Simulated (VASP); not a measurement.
Wanted: the native input for a VASP 6.6.1 run.

```
Task                   : single point
Functional             : r2SCAN
Potentials or basis    : VASP PAW PBE potentials, release 64 (Na_pv, Cl)
Cutoff                 : 520 eV
k mesh                 : 6 × 6 × 6
Occupations            : gaussian, width 0.02 eV
Spin                   : no spin polarisation
Dipole correction      : no
Further INCAR settings : ALGO = Normal; EDIFF = 1e-06; NBANDS = 14
```

Crystal: NaCl.

```
Na Cl
1.0
     3.45967    0.00000    0.00000
     0.00000    3.45967    0.00000
     0.00000    0.00000    3.45967
Na Cl
1 1
Direct
  0.00000 0.00000 0.00000
  0.50000 0.50000 0.50000
```

These files were run (other wordings do the same):

POSCAR

```
NaCl
1.0
    3.4596691407      0.0000000000      0.0000000000
    0.0000000000      3.4596691407      0.0000000000
    0.0000000000      0.0000000000      3.4596691407
Na Cl
1 1
Direct
    0.0000000000      0.0000000000      0.0000000000
    0.5000000000      0.5000000000      0.5000000000
```

INCAR.step1

```
  PREC = Accurate
  ENCUT = 520
  ISMEAR = 0
  SIGMA = 0.02
  LREAL = False
  LASPH = True
  NELM = 60
  NBANDS = 14
  GGA = PE
  ALGO = Normal
  EDIFF = 1E-4
  LWAVE = True
  LCHARG = False
```

INCAR.step2

```
  PREC = Accurate
  ENCUT = 520
  EDIFF = 1E-6
  ISMEAR = 0
  SIGMA = 0.02
  LREAL = False
  LASPH = True
  NELM = 60
  ALGO = Normal
  ISIF = 2
  LWAVE = False
  LCHARG = False
  METAGGA = R2SCAN
  LMIXTAU = True
  NBANDS = 14
  ISTART = 1
```

KPOINTS

```
Automatic mesh
0
Gamma
  6 6 6
```

Potentials or basis: VASP PAW PBE potentials, release 64 (Na_pv, Cl).

Run with:

```bash
$ cat potpaw_PBE.64/Na_pv/POTCAR potpaw_PBE.64/Cl/POTCAR > POTCAR
$ cp INCAR.step1 INCAR
$ mpirun -np 1 vasp_std > vasp.out
$ cp INCAR.step2 INCAR
$ mpirun -np 1 vasp_std > vasp.out
```

Results of the run:

| Quantity | Value |
| --- | --- |
| Pressure | -0.3 GPa |
| Band gap on the k mesh | 4.95 eV (least direct gap 5.49 eV) |

Caveat: the PAW data sets were made with another functional, which shifts forces and pressure a little.

Run time: 86 s on 1 thread of Intel Xeon 8259CL, with other jobs on the host, peak memory 0.16 GiB.
